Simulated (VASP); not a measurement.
# Mg5Zn (R32) in VASP: a series of runs

The runs below take Mg5Zn through single point, with LDA.

Everything below comes from runs of VASP 6.6.1. Logs are shortened: lines on timing, memory, paths and dates and some standing lists are left out, and cuts for length are marked.

## (1) The cell of the first run

Symmetry: R32, No. 155, trigonal system. The conventional cell has a = 5.193 Å, b = 5.193 Å, c = 14.672 Å, α = 90.00°, β = 90.00°, γ = 120.00°. Within 3.9 Å of Mg (site symmetry 2) lie 10 Mg at 2.97 to 3.06 Å and 2 Zn at 2.99 Å. Within 3.9 Å of Mg (site symmetry 3) lie 9 Mg at 2.99 to 3.02 Å and 3 Zn at 3.00 Å. Zn (site symmetry 32) has 12 Mg at 2.99 to 3.00 Å within 3.9 Å.

## (2) Single point, LDA

The input, INCAR:

```
  ALGO = Normal
  EDIFF = 1E-6
  ENCUT = 520
  ISIF = 2
  ISMEAR = -1
  LASPH = T
  LCHARG = F
  LREAL = F
  LWAVE = F
  NBANDS = 20
  NELM = 60
  PREC = Accurate
  SIGMA = 0.1
```

The input, KPOINTS:

```
k-points
0
Gamma
  5 5 5
```

The input, POSCAR:

```
Mg5Zn
1.0
    2.5965591373      1.4991241215      4.8908085481
   -2.5965591373      1.4991241215      4.8908085481
    0.0000000000     -2.9982482429      4.8908085481
Mg Zn
5 1
Direct
    0.3397926900      0.0000000000      0.6602073100
    0.8332979600      0.8332979600      0.8332979600
    0.0000000000      0.6602073100      0.3397926900
    0.6602073100      0.3397926900      0.0000000000
    0.1667020400      0.1667020400      0.1667020400
    0.5000000000      0.5000000000      0.5000000000
```

Potentials or basis: VASP PAW LDA potentials, release 64 (Mg, Zn).

Command:

```
$ cat potpaw_LDA.64/Mg/POTCAR potpaw_LDA.64/Zn/POTCAR > POTCAR
$ mpirun -np 1 vasp_std > vasp.out
```

OUTCAR:

```text
EDIFF = 1E-6
   ENCUT = 520
   ISIF = 2
   ISMEAR = -1
   LASPH = T
   LREAL = F
   NELM = 60
   PREC = Accurate

 ion  position               nearest neighbor table
   1  0.340  0.000  0.660-   3 2.97   3 2.97   4 2.97   4 2.97   2 2.99   5 2.99   6 2.99   6 2.99
                             5 3.02   2 3.02   4 3.06   3 3.06
   2  0.833  0.833  0.833-   1 2.99   3 2.99   4 2.99   6 3.00   6 3.00   6 3.00   5 3.00   5 3.00
                             5 3.00   4 3.02   3 3.02   1 3.02
   3  0.000  0.660  0.340-   1 2.97   1 2.97   4 2.97   4 2.97   5 2.99   2 2.99   6 2.99   6 2.99
                             2 3.02   5 3.02   4 3.06   1 3.06
   4  0.660  0.340  0.000-   1 2.97   3 2.97   3 2.97   1 2.97   2 2.99   5 2.99   6 2.99   6 2.99
                             2 3.02   5 3.02   3 3.06   1 3.06
   5  0.167  0.167  0.167-   3 2.99   1 2.99   4 2.99   6 3.00   6 3.00   6 3.00   2 3.00   2 3.00
                             2 3.00   4 3.02   1 3.02   3 3.02
   6  0.500  0.500  0.500-   1 2.99   3 2.99   1 2.99   3 2.99   4 2.99   4 2.99   5 3.00   2 3.00
                             2 3.00   5 3.00   2 3.00   5 3.00

  LATTYP: Found a trigonal (rhomboedric) cell.
 ALAT       =     5.7366802891
 COS(alpha) =     0.5902630408

  Lattice vectors:

 A1 = (   2.5965591373,   1.4991241215,   4.8908085481)
 A2 = (  -2.5965591373,   1.4991241215,   4.8908085481)
 A3 = (   0.0000000000,  -2.9982482429,   4.8908085481)

Analysis of symmetry for initial positions (statically):
=====================================================================
 Subroutine PRICEL returns:
 Original cell was already a primitive cell.

 Routine SETGRP: Setting up the symmetry group for a
 trigonal (rhombohedral) supercell.

 Subroutine GETGRP returns: Found  6 space group operations
 (whereof  6 operations were pure point group operations)
 out of a pool of 12 trial point group operations.

The static configuration has the point symmetry D_3 .

Analysis of symmetry for dynamics (positions and initial velocities):
=====================================================================
 Subroutine PRICEL returns:
 Original cell was already a primitive cell.

 Routine SETGRP: Setting up the symmetry group for a
 trigonal (rhombohedral) supercell.

 Subroutine GETGRP returns: Found  6 space group operations
 (whereof  6 operations were pure point group operations)
 out of a pool of 12 trial point group operations.

The dynamic configuration has the point symmetry D_3 .

[... 102 lines left out ...]
   EDIFFG = 0.1E-04   stopping-criterion for IOM
   NSW    =      0    number of steps for IOM
   IBRION =     -1    ionic relax: 0-MD 1-quasi-New 2-CG
   NFREE  =      0    steps in history (QN), initial steepest desc. (CG)
   ISIF   =      2    stress and relaxation
   ISYM   =      2    0-nonsym 1-usesym 2-fastsym
   POTIM  = 0.5000    time-step for ionic-motion
   TEBEG  =    0.0;   TEEND  =   0.0 temperature during run
   PSTRESS=    0.0 pullay stress
   NELECT =      22.0000    total number of electrons
   NUPDOWN=      -1.0000    fix difference up-down
   EMIN   =  10.00;   EMAX   =-10.00  energy-range for DOS
   EFERMI =   0.00;   METHOD = LEGACY
   ISMEAR =    -1;   SIGMA  =   0.10  broadening in eV -4-tet -1-fermi 0-gaus
   EFERMI_NEDOS =   21; number of points for ismear=-14 and -15
   IALGO  =     38    algorithm
   IMIX   =      4    mixing-type and parameters
     AMIX     =   0.40;   BMIX     =  1.00
     AMIX_MAG =   1.60;   BMIX_MAG =  1.00
  volume/ion in A,a.u.               =      19.04       128.47
  Fermi-wavevector in a.u.,A,eV,Ry     =   0.945424  1.786592 12.161241  0.893826
  Thomas-Fermi vector in A             =   2.073324
   LORBIT       =      0    0 simple, 1 ext, 2 COOP (PROOUT), +10 PAW based schemes
   GGA     = CA    functional components
   LHFCALC =     F    Hartree Fock is set to
   AEXX    =    0.0000 exact exchange contribution
   IVDW    =     0    specifies the selected vdW correction
   LEPSILON=     F    determine dielectric tensor
   LRPA    =     F    only Hartree local field effects (RPA)
 non-spin polarized calculation
  energy-cutoff  :      520.00
  volume of cell :      114.23
 maximum number of plane-waves:      3099
 NGX is ok and might be reduce to    48
   NGX = 21   NGY = 21   NGZ = 21

 number of electron      22.0000001 magnetization

 Free energy of the ion-electron system (eV)
  ---------------------------------------------------
  ext. energy  EPLUGINS =         0.00000000
  ---------------------------------------------------
  free energy    TOTEN  =       -11.10723728 eV

  energy without entropy =      -11.03417687  energy(sigma->0) =      -11.07070708

 E-fermi :   3.2411     XC(G=0):  -9.5375

 val. band max:        3.1693780093   @ k =   0.4000   0.0000  -0.0000
 cond. band min:       3.2784187523   @ k =  -0.4000   0.4000   0.2000
 fundamental gap:      0.1090407430
 Fermi energy:         3.2411134451

 k-point     1 :       0.0000    0.0000    0.0000
  band No.  band energies     occupation
      1      -4.8093      2.00000
      2      -4.2254      2.00000
      3      -4.1910      2.00000
      4      -4.1910      2.00000
      5      -4.1792      2.00000
      6      -4.1792      2.00000
[... 426 lines left out ...]
     19       8.6234      0.00000
     20       9.0808      0.00000

------------------------ aborting loop because EDIFF is reached ----------------------------------------

  FORCE on cell =-STRESS in cart. coord.  units (eV):
  Direction    XX          YY          ZZ          XY          YZ          ZX
  --------------------------------------------------------------------------------------
  -------------------------------------------------------------------------------------
  Total        0.9841840      0.9841840      1.1574106      0.0000000      0.0000000     -0.0000000
  in kB       13.8044517     13.8044518     16.2341779      0.0000000      0.0000000     -0.0000000
  external PRESSURE =      14.6143605 kB  Pullay stress =       0.0000000 kB

 VOLUME and BASIS-vectors are now :
 -----------------------------------------------------------------------------
  energy-cutoff  :      520.00
  volume of cell :      114.23
      direct lattice vectors                 reciprocal lattice vectors
     2.596559137  1.499124121  4.890808548     0.192562531  0.111176029  0.068155057
    -2.596559137  1.499124121  4.890808548    -0.192562531  0.111176029  0.068155057
     0.000000000 -2.998248243  4.890808548     0.000000000 -0.222352058  0.068155057

 POSITION                                       TOTAL-FORCE (eV/Angst)
 -----------------------------------------------------------------------------------
      0.88229     -1.47007      4.89081        -0.010616     -0.018388      0.000000
      0.00000      0.00000     12.22650         0.000000      0.000000      0.065266
     -1.71427     -0.02905      4.89081        -0.010616      0.018388      0.000000
      0.83198      1.49912      4.89081         0.021232     -0.000000      0.000000
      0.00000      0.00000      2.44592         0.000000     -0.000000     -0.065266
      0.00000      0.00000      7.33621         0.000000     -0.000000      0.000000
 -----------------------------------------------------------------------------------
    total drift:                                0.000000      0.000000     -0.000000

  FREE ENERGIE OF THE ION-ELECTRON SYSTEM (eV)
  ---------------------------------------------------
  free  energy   TOTEN  =       -11.1072372813 eV

  energy  without entropy=      -11.0341768740  energy(sigma->0) =      -11.07070708
```

Run time: 2.2 min. Hardware: 1 thread of AMD EPYC 7R43 (Zen 3), shared host; peak memory 0.22 GiB.

Results:

- Free energy: -11.1072 eV
- Pressure: 1.5 GPa
- Largest force: 0.065 eV/Å
- Band gap on the k mesh: zero (band 11 reaches 3.85 eV, above the bottom of band 12 at 2.59 eV)

Forces in eV/Å, atoms in the order of the input:
```
Mg  -0.011 -0.018  0.000
Mg   0.000  0.000  0.065
Mg  -0.011  0.018  0.000
Mg   0.021  0.000  0.000
Mg   0.000  0.000 -0.065
Zn   0.000  0.000  0.000
```

Stress tensor (GPa, compression positive):
```
1.38 0.00 0.00
0.00 1.38 0.00
0.00 0.00 1.62
```

## (3) Single point, LDA

This run uses another cell than the first one, of 19.59 Å³/atom, 1.029 times its volume.

The input, INCAR:

```
PREC = Accurate
ENCUT = 520
EDIFF = 1E-6
ISMEAR = -1
SIGMA = 0.1
LREAL = False
LASPH = True
NELM = 80
ALGO = Normal
ISIF = 2
LWAVE = False
LCHARG = False
GGA = CA
NBANDS = 20
```

The input, KPOINTS:

```
regular mesh
0
Gamma
  5 5 5
```

Edit POSCAR of step 2 so:

```diff
@@ -2,5 +2,5 @@
 1.0
-    2.5965591373      1.4991241215      4.8908085481
-   -2.5965591373      1.4991241215      4.8908085481
-    0.0000000000     -2.9982482429      4.8908085481
+    2.6214081030      1.5134706786      4.9376133877
+   -2.6214081030      1.5134706786      4.9376133877
+    0.0000000000     -3.0269413571      4.9376133877
 Mg Zn
```

Potentials or basis: VASP PAW LDA potentials, release 64 (Mg, Zn).

Command:

```
$ cat potpaw_LDA.64/Mg/POTCAR potpaw_LDA.64/Zn/POTCAR > POTCAR
$ mpirun -np 1 vasp_std > vasp.out
```

Run time: 1.8 min. Hardware: 1 thread of AMD EPYC 7R43 (Zen 3), shared host; peak memory 0.23 GiB.

Results (log left out):

```
Free energy            : -11.1228 eV
Pressure               : 0.1 GPa
Largest force          : 0.057 eV/Å
Band gap on the k mesh : zero (band 11 reaches 3.68 eV, above the bottom of band 12 at 2.42 eV)
```

Forces in eV/Å, atoms in the order of the input:
```
Mg  -0.009 -0.015  0.000
Mg   0.000  0.000  0.057
Mg  -0.009  0.015  0.000
Mg   0.018  0.000  0.000
Mg   0.000  0.000 -0.057
Zn   0.000  0.000  0.000
```

Stress tensor (GPa, compression positive):
```
-0.03  0.00  0.00
 0.00 -0.03  0.00
 0.00  0.00  0.29
```

Levels at points of the mesh, in eV from the Fermi level:
```csv
k point,band 7,band 8,band 9,band 10,band 11,band 12,band 13,band 14,band 15,band 16
"(0.00, 0.00, 0.00)",-2.01,-1.80,-0.30,-0.30,-0.24,-0.18,0.20,0.20,1.59,1.81
```

## (4) Single point, LDA

This run uses another cell than the first one, of 20.14 Å³/atom, 1.058 times its volume.

The input, INCAR:

```
PREC     = Accurate       # precision mode
ENCUT    = 520            # plane-wave cutoff, eV
EDIFF    = 1E-6           # SCF threshold, eV
ISMEAR   = -1             # smearing method
SIGMA    = 0.1            # smearing width, eV
LREAL    = F              # projectors in reciprocal space
LASPH    = T              # aspherical terms in the spheres
NELM     = 100            # most SCF steps
ALGO     = Normal         # electronic algorithm
ISIF     = 2              # what is computed and relaxed
LWAVE    = F              # write WAVECAR
LCHARG   = T              # write CHGCAR
LELF     = T              # ELF
LVHAR    = T            
NBANDS   = 20             # bands
```

KPOINTS is that of step 3.

Edit POSCAR of step 3 so:

```diff
@@ -2,5 +2,5 @@
 1.0
-    2.6214081030      1.5134706786      4.9376133877
-   -2.6214081030      1.5134706786      4.9376133877
-    0.0000000000     -3.0269413571      4.9376133877
+    2.6457946951      1.5275502841      4.9835473128
+   -2.6457946951      1.5275502841      4.9835473128
+    0.0000000000     -3.0551005682      4.9835473128
 Mg Zn
```

Potentials or basis: VASP PAW LDA potentials, release 64 (Mg, Zn).

Command:

```
$ cat potpaw_LDA.64/Mg/POTCAR potpaw_LDA.64/Zn/POTCAR > POTCAR
$ mpirun -np 1 vasp_std > vasp.out
```

OUTCAR:

```text
PREC = Accurate
   ENCUT = 520
   EDIFF = 1E-6
   ISMEAR = -1
   LREAL = F
   LASPH = T
   NELM = 100
   ISIF = 2

 ion  position               nearest neighbor table
   1  0.340  0.000  0.660-   3 3.03   3 3.03   4 3.03   4 3.03   2 3.04   5 3.04   6 3.04   6 3.04
                             2 3.07   5 3.07   4 3.11   3 3.11
   2  0.833  0.833  0.833-   1 3.04   3 3.04   4 3.04   6 3.06   6 3.06   6 3.06   5 3.06   5 3.06
                             5 3.06   4 3.07   1 3.07   3 3.07
   3  0.000  0.660  0.340-   1 3.03   1 3.03   4 3.03   4 3.03   5 3.04   2 3.04   6 3.04   6 3.04
                             5 3.07   2 3.07   4 3.11   1 3.11
   4  0.660  0.340  0.000-   1 3.03   3 3.03   3 3.03   1 3.03   2 3.04   5 3.04   6 3.04   6 3.04
[... 642 lines left out ...]
  Total       -0.9393780     -0.9393780     -0.6534096      0.0000000      0.0000000      0.0000000
  in kB      -12.4540181    -12.4540182     -8.6627263      0.0000000      0.0000000      0.0000000
  external PRESSURE =     -11.1902542 kB  Pullay stress =       0.0000000 kB

 VOLUME and BASIS-vectors are now :
 -----------------------------------------------------------------------------
  energy-cutoff  :      520.00
  volume of cell :      120.85
      direct lattice vectors                 reciprocal lattice vectors
     2.645794695  1.527550284  4.983547313     0.188979138  0.109107156  0.066886760
    -2.645794695  1.527550284  4.983547313    -0.188979138  0.109107156  0.066886760
     0.000000000 -3.055100568  4.983547313     0.000000000 -0.218214311  0.066886760

 POSITION                                       TOTAL-FORCE (eV/Angst)
 -----------------------------------------------------------------------------------
      0.89902     -1.49795      4.98355        -0.007077     -0.012258      0.000000
      0.00000      0.00000     12.45834         0.000000     -0.000000      0.048509
     -1.74677     -0.02960      4.98355        -0.007077      0.012258      0.000000
      0.84775      1.52755      4.98355         0.014154      0.000000      0.000000
      0.00000      0.00000      2.49230         0.000000     -0.000000     -0.048509
      0.00000      0.00000      7.47532         0.000000      0.000000      0.000000
 -----------------------------------------------------------------------------------
    total drift:                                0.000000      0.000000     -0.000000

  FREE ENERGIE OF THE ION-ELECTRON SYSTEM (eV)
  ---------------------------------------------------
  free  energy   TOTEN  =       -11.1118105782 eV

  energy  without entropy=      -11.0347610829  energy(sigma->0) =      -11.07328583
```

OSZICAR:

```text
N       E                     dE             d eps       ncg     rms          rms(c)
DAV:   1     0.653275850705E+02    0.65328E+02   -0.84804E+03   760   0.970E+02
DAV:   2    -0.801774800583E+01   -0.73345E+02   -0.70526E+02   784   0.186E+02
DAV:   3    -0.112739123404E+02   -0.32562E+01   -0.32219E+01   928   0.380E+01
DAV:   4    -0.113100074031E+02   -0.36095E-01   -0.36071E-01   880   0.389E+00
DAV:   5    -0.113103800827E+02   -0.37268E-03   -0.37267E-03   872   0.404E-01    0.258E+00
DAV:   6    -0.111535258053E+02    0.15685E+00   -0.85138E-01   984   0.157E+01    0.179E+00
DAV:   7    -0.111268804015E+02    0.26645E-01   -0.60391E-02   960   0.325E+00    0.868E-01
DAV:   8    -0.111120986550E+02    0.14782E-01   -0.66968E-03   848   0.466E-01    0.921E-02
DAV:   9    -0.111118260441E+02    0.27261E-03   -0.98589E-04  1020   0.350E-01    0.373E-02
DAV:  10    -0.111118138060E+02    0.12238E-04   -0.86602E-05   880   0.753E-02    0.123E-02
DAV:  11    -0.111118106396E+02    0.31664E-05   -0.14962E-05   968   0.450E-02    0.538E-03
DAV:  12    -0.111118105782E+02    0.61425E-07   -0.69535E-07   476   0.762E-03
   1 F= -.11111811E+02 E0= -.11073286E+02  d E =-.770495E-01
```

Wall time 2.1 min (1 thread of AMD EPYC 7R43 (Zen 3), shared host); peak memory 0.23 GiB.

Results:

```
Free energy            : -11.1118 eV
Pressure               : -1.1 GPa
Largest force          : 0.049 eV/Å
Band gap on the k mesh : zero (band 11 reaches 3.52 eV, above the bottom of band 12 at 2.25 eV)
```

Forces on the atoms (eV/Å):
```
Mg  -0.007 -0.012  0.000
Mg   0.000  0.000  0.049
Mg  -0.007  0.012  0.000
Mg   0.014  0.000  0.000
Mg   0.000  0.000 -0.049
Zn   0.000  0.000  0.000
```

Stress tensor (GPa, compression positive):
```
-1.25  0.00  0.00
 0.00 -1.25  0.00
 0.00  0.00 -0.87
```

Levels at points of the mesh, in eV from the Fermi level:
| k point | band 8 | band 9 | band 10 | band 11 | band 12 | band 13 | band 14 | band 15 |
| --- | --- | --- | --- | --- | --- | --- | --- | --- |
| (0.00, 0.00, 0.00) | -1.80 | -0.27 | -0.27 | -0.23 | -0.20 | 0.20 | 0.20 | 1.53 |

## (5) Single point, LDA

This run uses another cell than the first one, of 20.69 Å³/atom, 1.087 times its volume.

The input, INCAR:

```
PREC = Accurate ; ENCUT = 520
EDIFF = 1E-7 ; ISMEAR = -1
SIGMA = 0.1 ; LREAL = False
LASPH = True ; NELM = 60
ALGO = Normal ; ISIF = 2
LWAVE = False ; LCHARG = False
NBANDS = 20
```

KPOINTS is that of step 4.

Edit POSCAR of step 4 so:

```diff
@@ -2,5 +2,5 @@
 1.0
-    2.6457946951      1.5275502841      4.9835473128
-   -2.6457946951      1.5275502841      4.9835473128
-    0.0000000000     -3.0551005682      4.9835473128
+    2.6697398400      1.5413750200      5.0286497400
+   -2.6697398400      1.5413750200      5.0286497400
+    0.0000000000     -3.0827500400      5.0286497400
 Mg Zn
```

Command:

```
$ cat potpaw_LDA.64/Mg/POTCAR potpaw_LDA.64/Zn/POTCAR > POTCAR
$ mpirun -np 1 vasp_std > vasp.out
```

Wall time 91 s (1 thread of AMD EPYC 7R43 (Zen 3), shared host); peak memory 0.23 GiB.

It converged, with:

| Item | Value |
| --- | --- |
| Free energy | -11.0778 eV |
| Pressure | -2.2 GPa |
| Largest force | 0.042 eV/Å |
| Band gap on the k mesh | zero (band 11 reaches 3.37 eV, above the bottom of band 12 at 2.09 eV) |

Forces in eV/Å, atoms in the order of the input:
```
Mg  -0.006 -0.010  0.000
Mg   0.000  0.000  0.042
Mg  -0.006  0.010  0.000
Mg   0.011  0.000  0.000
Mg   0.000  0.000 -0.042
Zn   0.000  0.000  0.000
```

Stress tensor (GPa, compression positive):
```
-2.30  0.00  0.00
 0.00 -2.30  0.00
 0.00  0.00 -1.86
```

Levels at points of the mesh, in eV from the Fermi level:
| k point | band 9 | band 10 | band 11 | band 12 | band 13 | band 14 |
| --- | --- | --- | --- | --- | --- | --- |
| (0.00, 0.00, 0.00) | -0.24 | -0.24 | -0.23 | -0.21 | 0.20 | 0.20 |

## (6) Single point, LDA

This run uses another cell than the first one, of 21.25 Å³/atom, 1.116 times its volume.

The input, INCAR:

```
PREC = Accurate ; ENCUT = 520
EDIFF = 1E-7 ; ISMEAR = -1
SIGMA = 0.1 ; LREAL = F
LASPH = T ; NELM = 100
ALGO = Normal ; ISIF = 2
LWAVE = F ; LCHARG = F
GGA = CA ; NBANDS = 20
```

KPOINTS is that of step 5.

Edit POSCAR of step 5 so:

```diff
@@ -2,5 +2,5 @@
 1.0
-    2.6697398400      1.5413750200      5.0286497400
-   -2.6697398400      1.5413750200      5.0286497400
-    0.0000000000     -3.0827500400      5.0286497400
+    2.6932629890      1.5549561164      5.0729573071
+   -2.6932629890      1.5549561164      5.0729573071
+    0.0000000000     -3.1099122329      5.0729573071
 Mg Zn
```

Potentials or basis: VASP PAW LDA potentials, release 64 (Mg, Zn).

Command:

```
$ cat potpaw_LDA.64/Mg/POTCAR potpaw_LDA.64/Zn/POTCAR > POTCAR
$ mpirun -np 1 vasp_std > vasp.out
```

Run time: 2.1 min. Hardware: 1 thread of AMD EPYC 7R43 (Zen 3), shared host; peak memory 0.23 GiB.

Results (log left out):

- Free energy: -11.0240 eV
- Pressure: -3.0 GPa
- Largest force: 0.035 eV/Å
- Band gap on the k mesh: zero (band 11 reaches 3.23 eV, above the bottom of band 12 at 1.94 eV)

Forces in eV/Å, atoms in the order of the input:
```
Mg  -0.004 -0.007  0.000
Mg   0.000  0.000  0.035
Mg  -0.004  0.007  0.000
Mg   0.008  0.000  0.000
Mg   0.000  0.000 -0.035
Zn   0.000  0.000  0.000
```

Stress tensor (GPa, compression positive):
```
-3.21  0.00  0.00
 0.00 -3.21  0.00
 0.00  0.00 -2.72
```

Levels at points of the mesh, in eV from the Fermi level:
| k point | band 9 | band 10 | band 11 | band 12 | band 13 | band 14 |
| --- | --- | --- | --- | --- | --- | --- |
| (0.00, 0.00, 0.00) | -0.23 | -0.22 | -0.21 | -0.21 | 0.20 | 0.20 |

## (7) Summary

| cell | gap on the mesh (eV) | pressure (GPa) | largest force (eV/Å) |
| --- | --- | --- | --- |
| a = 5.737 Å, angles 53.8°, 6 atoms | none | 1.5 | 0.07 |
| a = 5.792 Å, angles 53.8°, 6 atoms | none | 0.1 | 0.06 |
| a = 5.845 Å, angles 53.8°, 6 atoms | none | -1.1 | 0.05 |
| a = 5.898 Å, angles 53.8°, 6 atoms | none | -2.2 | 0.04 |
| a = 5.950 Å, angles 53.8°, 6 atoms | none | -3.0 | 0.04 |

Alike in all rows: task single point; level LDA; potentials or basis VASP PAW LDA potentials, release 64 (Mg, Zn); no spin polarisation; k mesh 5 × 5 × 5; cutoff (eV) 520; smearing fermi-dirac 0.1 eV.

Total energies depend on the potentials used, so only differences within one code and one set of settings carry meaning.
